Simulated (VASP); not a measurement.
# Sr in VASP: single point with PBE

Aim: the single point of Sr with PBE.

All numbers are computed with VASP 6.6.1; they aren't measurements. Logs are shortened: lines on timing, memory, paths and dates and some standing lists are left out, and cuts for length are marked.

## 1. The cell of the first run

The cell holds a slab with vacuum, 6 atoms: a = 4.310 Å, b = 7.050 Å, c = 29.954 Å, α = 90.00°, β = 90.00°, γ = 90.00°.

## 2. Single point, PBE

INCAR

```
  PREC = Accurate
  ENCUT = 520
  EDIFF = 1E-7
  ISMEAR = 0
  SIGMA = 0.1
  LREAL = F
  LASPH = T
  NELM = 80
  ALGO = Normal
  ISIF = 2
  LWAVE = F
  LCHARG = F
  LDIPOL = T
  IDIPOL = 3
  DIPOL = 0.5 0.5 0.498
  GGA = PE
  NBANDS = 39
```

KPOINTS

```
Automatic mesh
0
Gamma
  6 4 1
```

POSCAR

```
Sr
1.0
    4.3100002200      0.0000000000      0.0000000000
    0.0000000000      7.0500000000      0.0000000000
    0.0000000000      0.0000000000     29.9535191415
Sr
6
Direct
    0.0000000000      0.2500000000      0.3338505887
    0.0000000000      0.7500000000      0.4169252944
    0.5000000000      0.2500000000      0.4584626472
    0.5000000000      0.7500000000      0.5389269549
    0.0000000000      0.2500000000      0.5802955830
    0.0000000000      0.7500000000      0.6571227052
```

Potentials or basis: VASP PAW PBE potentials, release 64 (Sr_sv).

On the command line:

```
cat potpaw_PBE.64/Sr_sv/POTCAR > POTCAR
mpirun -np 1 vasp_std > vasp.out
```

OUTCAR:

```text
PREC = Accurate
   ENCUT = 520
   EDIFF = 1E-7
   ISMEAR = 0
   LREAL = F
   LASPH = T
   NELM = 80
   ISIF = 2
   GGA = PE

 ion  position               nearest neighbor table
   1  0.000  0.250  0.334-   3 4.31   3 4.31   2 4.31   2 4.31
   2  0.000  0.750  0.417-   4 4.24   4 4.24   3 4.31   3 4.31   3 4.31   3 4.31   1 4.31   1 4.31

   3  0.500  0.250  0.458-   5 4.24   5 4.24   4 4.27   4 4.27   1 4.31   1 4.31   2 4.31   2 4.31
                             2 4.31   2 4.31
   4  0.500  0.750  0.539-   6 4.14   6 4.14   2 4.24   2 4.24   3 4.27   3 4.27   5 4.31   5 4.31
                             5 4.31   5 4.31
   5  0.000  0.250  0.580-   6 4.21   6 4.21   3 4.24   3 4.24   4 4.31   4 4.31   4 4.31   4 4.31

   6  0.000  0.750  0.657-   4 4.14   4 4.14   5 4.21   5 4.21

  LATTYP: Found a simple orthorhombic cell.
 ALAT       =     4.3100002200
 B/A-ratio  =     1.6357307750
 C/A-ratio  =     6.9497720679

  Lattice vectors:

 A1 = (   4.3100002200,   0.0000000000,   0.0000000000)
 A2 = (   0.0000000000,   7.0500000000,   0.0000000000)
 A3 = (   0.0000000000,   0.0000000000,  29.9535191415)

Analysis of symmetry for initial positions (statically):
=====================================================================
 Subroutine PRICEL returns:
 Original cell was already a primitive cell.

 Routine SETGRP: Setting up the symmetry group for a
 simple orthorhombic supercell.

 Subroutine GETGRP returns: Found  4 space group operations
 (whereof  2 operations were pure point group operations)
 out of a pool of  8 trial point group operations.

The static configuration has the point symmetry C_1h.
 The point group associated with its full space group is C_2v.

Analysis of symmetry for dynamics (positions and initial velocities):
=====================================================================
 Subroutine PRICEL returns:
 Original cell was already a primitive cell.

 Routine SETGRP: Setting up the symmetry group for a
 simple orthorhombic supercell.

 Subroutine GETGRP returns: Found  4 space group operations
 (whereof  2 operations were pure point group operations)
 out of a pool of  8 trial point group operations.

The dynamic configuration has the point symmetry C_1h.
 The point group associated with its full space group is C_2v.

 Subroutine INISYM returns: Found  4 space group operations
 (whereof  2 operations are pure point group operations),
 and found     1 'primitive' translations

----------------------------------------------------------------------------------------

                                     Primitive cell

  volume of cell :     910.1527

  direct lattice vectors                    reciprocal lattice vectors
     4.310000220  0.000000000  0.000000000     0.232018550  0.000000000  0.000000000
     0.000000000  7.050000000  0.000000000     0.000000000  0.141843972  0.000000000
     0.000000000  0.000000000 29.953519141     0.000000000  0.000000000  0.033385059

  length of vectors
     4.310000220  7.050000000 29.953519141     0.232018550  0.141843972  0.033385059

  position of ions in fractional coordinates (direct lattice)
     0.000000000  0.250000000  0.333850589
     0.000000000  0.750000000  0.416925294
     0.500000000  0.250000000  0.458462647
     0.500000000  0.750000000  0.538926955
     0.000000000  0.250000000  0.580295583
     0.000000000  0.750000000  0.657122705

  ion indices of the primitive-cell ions
   primitive index   ion index
                 1           1
                 2           2
                 3           3
                 4           4
                 5           5
                 6           6

----------------------------------------------------------------------------------------

 KPOINTS: Automatic mesh

Automatic generation of k-mesh.
 Grid dimensions read from file:
 generate k-points for:    6    4    1

 Generating k-lattice:

  Cartesian coordinates                     Fractional coordinates (reciprocal lattice)
     0.038669758  0.000000000  0.000000000     0.166666667  0.000000000  0.000000000
     0.000000000  0.035460993  0.000000000     0.000000000  0.250000000  0.000000000
     0.000000000  0.000000000  0.033385059     0.000000000  0.000000000  1.000000000

  Length of vectors
     0.038669758  0.035460993  0.033385059

  Shift w.r.t. Gamma in fractional coordinates (k-lattice)
     0.000000000  0.000000000  0.000000000

 Subroutine IBZKPT returns following result:
 ===========================================

 Found     12 irreducible k-points:

 Following reciprocal coordinates:
            Coordinates               Weight
  0.000000  0.000000  0.000000      1.000000
  0.166667  0.000000  0.000000      2.000000
  0.333333  0.000000  0.000000      2.000000
  0.500000  0.000000  0.000000      1.000000
  0.000000  0.250000  0.000000      2.000000
  0.166667  0.250000  0.000000      4.000000
  0.333333  0.250000  0.000000      4.000000
  0.500000  0.250000  0.000000      2.000000
  0.000000  0.500000  0.000000      1.000000
  0.166667  0.500000  0.000000      2.000000
  0.333333  0.500000  0.000000      2.000000
  0.500000  0.500000  0.000000      1.000000
   k-points           NKPTS =     12   k-points in BZ     NKDIM =     12   number of bands    NBANDS=     39
   number of dos      NEDOS =    301   number of ions     NIONS =      6
   total plane-waves  NPLWV = 387072
   dimension x,y,z NGX =    32 NGY =   54 NGZ =  224
   dimension x,y,z NGXF=    64 NGYF=  108 NGZF=  448
   ions per type =               6
   NGX,Y,Z   is equivalent  to a cutoff of  12.34, 12.73, 12.43 a.u.
   NGXF,Y,Z  is equivalent  to a cutoff of  24.69, 25.47, 24.86 a.u.
 SYSTEM =  unknown system
   PREC   = accura    normal or accurate (medium, high low for compatibility)
   ISTART =      0    job   : 0-new  1-cont  2-samecut
   ICHARG =      2    charge: 1-file 2-atom 10-const
   ISPIN  =      1    spin polarized calculation?
   LNONCOLLINEAR =      F non collinear calculations
   LSORBIT =      F    spin-orbit coupling
   LASPH  =      T    aspherical Exc in radial PAW
   ENCUT  =  520.0 eV  38.22 Ry    6.18 a.u.   8.01 13.11 55.69*2*pi/ulx,y,z
   NELM   =     80;   NELMIN=  2; NELMDL= -5     # of ELM steps
   EDIFF  = 0.1E-06   stopping-criterion for ELM
   LREAL  =      F    real-space projection
   EDIFFG = 0.1E-05   stopping-criterion for IOM
   NSW    =      0    number of steps for IOM
   IBRION =     -1    ionic relax: 0-MD 1-quasi-New 2-CG
   NFREE  =      0    steps in history (QN), initial steepest desc. (CG)
   ISIF   =      2    stress and relaxation
   ISYM   =      2    0-nonsym 1-usesym 2-fastsym
   POTIM  = 0.5000    time-step for ionic-motion
   TEBEG  =    0.0;   TEEND  =   0.0 temperature during run
   PSTRESS=    0.0 pullay stress
   NELECT =      60.0000    total number of electrons
   NUPDOWN=      -1.0000    fix difference up-down
   EMIN   =  10.00;   EMAX   =-10.00  energy-range for DOS
   EFERMI =   0.00;   METHOD = LEGACY
   ISMEAR =     0;   SIGMA  =   0.10  broadening in eV -4-tet -1-fermi 0-gaus
   EFERMI_NEDOS =   21; number of points for ismear=-14 and -15
   IALGO  =     38    algorithm
   IMIX   =      4    mixing-type and parameters
     AMIX     =   0.40;   BMIX     =  1.00
     AMIX_MAG =   1.60;   BMIX_MAG =  1.00
  volume/ion in A,a.u.               =     151.69      1023.67
  Fermi-wavevector in a.u.,A,eV,Ry     =   0.661333  1.249739  5.950670  0.437362
  Thomas-Fermi vector in A             =   1.734060
   LORBIT       =      0    0 simple, 1 ext, 2 COOP (PROOUT), +10 PAW based schemes
   GGA     = PE    functional components
   LHFCALC =     F    Hartree Fock is set to
   AEXX    =    0.0000 exact exchange contribution
   IVDW    =     0    specifies the selected vdW correction
   LEPSILON=     F    determine dielectric tensor
   LRPA    =     F    only Hartree local field effects (RPA)
 non-spin polarized calculation
 Gauss-broadening in eV      SIGMA  =   0.10
  energy-cutoff  :      520.00
  volume of cell :      910.15
 maximum number of plane-waves:     24592
   NGX = 17   NGY = 27   NGZ =111

 dipolmoment           0.000000      0.000000     -0.002759 electrons x Angstroem

 number of electron      60.0000000 magnetization

 dipolmoment           0.000000      0.000000      0.000516 electrons x Angstroem

 Free energy of the ion-electron system (eV)
  ---------------------------------------------------
  ext. energy  EPLUGINS =         0.00000000
  ---------------------------------------------------
  free energy    TOTEN  =        -8.08322963 eV

  energy without entropy =       -8.02131217  energy(sigma->0) =       -8.05227090

 E-fermi :  -0.8476     XC(G=0):  -3.3452

 val. band max:       -0.8495088940   @ k =   0.0000   0.0000   0.0000
 cond. band min:      -0.8467248291   @ k =   0.5000   0.2500   0.0000
 fundamental gap:      0.0027840649
 Fermi energy:        -0.8476215696

 k-point     1 :       0.0000    0.0000    0.0000
  band No.  band energies     occupation
      1     -38.3914      2.00000
      2     -38.2765      2.00000
      3     -37.7632      2.00000
      4     -37.7169      2.00000
      5     -37.4158      2.00000
      6     -37.3542      2.00000
[... 31 lines left out ...]
     38       0.1993      0.00000
     39       0.6436      0.00000

 k-point     2 :       0.1667    0.0000    0.0000
  band No.  band energies     occupation
      1     -38.3905      2.00000
      2     -38.2755      2.00000
      3     -37.7622      2.00000
      4     -37.7159      2.00000
      5     -37.4148      2.00000
      6     -37.3532      2.00000
[... 409 lines left out ...]
     38       0.0014      0.00000
     39       0.3552      0.00000

 k-point    12 :       0.5000    0.5000    0.0000
  band No.  band energies     occupation
      1     -38.3876      2.00000
      2     -38.2726      2.00000
      3     -37.7592      2.00000
      4     -37.7129      2.00000
      5     -37.4118      2.00000
      6     -37.3503      2.00000
[... 31 lines left out ...]
     38       0.0235      0.00000
     39       0.2665      0.00000

------------------------ aborting loop because EDIFF is reached ----------------------------------------

 vacuum level on the upper side and lower side of the slab       (xc-potential included)        -0.003        -0.006

  FORCE on cell =-STRESS in cart. coord.  units (eV):
  Direction    XX          YY          ZZ          XY          YZ          ZX
  --------------------------------------------------------------------------------------
  -------------------------------------------------------------------------------------
  Total       -0.9136134     -0.9961252     -0.4692780      0.0000000      0.0000000      0.0000000
  in kB       -1.6082694     -1.7535182     -0.8260885      0.0000000      0.0000000      0.0000000
  external PRESSURE =      -1.3959587 kB  Pullay stress =       0.0000000 kB

 VOLUME and BASIS-vectors are now :
 -----------------------------------------------------------------------------
  energy-cutoff  :      520.00
  volume of cell :      910.15
      direct lattice vectors                 reciprocal lattice vectors
     4.310000220  0.000000000  0.000000000     0.232018550  0.000000000  0.000000000
     0.000000000  7.050000000  0.000000000     0.000000000  0.141843972  0.000000000
     0.000000000  0.000000000 29.953519141     0.000000000  0.000000000  0.033385059

 POSITION                                       TOTAL-FORCE (eV/Angst)
 -----------------------------------------------------------------------------------
      0.00000      1.76250     10.00000         0.000000      0.000000      0.162473
      0.00000      5.28750     12.48838         0.000000      0.000000     -0.046802
      2.15500      1.76250     13.73257         0.000000      0.000000     -0.117601
      2.15500      5.28750     16.14276         0.000000      0.000000     -0.024436
      0.00000      1.76250     17.38189         0.000000      0.000000      0.001041
      0.00000      5.28750     19.68314         0.000000      0.000000      0.025325
 -----------------------------------------------------------------------------------
    total drift:                                0.000000      0.000000      0.000162

  FREE ENERGIE OF THE ION-ELECTRON SYSTEM (eV)
  ---------------------------------------------------
  free  energy   TOTEN  =        -8.0832296291 eV

  energy  without entropy=       -8.0213121665  energy(sigma->0) =       -8.05227090

 vacuum level on the upper side and lower side of the slab         1.530         1.527
```

Wall time 22 min (1 thread of AMD EPYC 7R13 (Zen 3), shared host); peak memory 0.91 GiB.

Results:

```
Free energy            : -8.0832 eV
Largest force          : 0.162 eV/Å
Band gap on the k mesh : zero (bands 30 and 31 overlap by 0.12 eV)
```

Forces in eV/Å, atoms in the order of the input:
```
Sr   0.000  0.000  0.162
Sr   0.000  0.000 -0.047
Sr   0.000  0.000 -0.118
Sr   0.000  0.000 -0.024
Sr   0.000  0.000  0.001
Sr   0.000  0.000  0.025
```
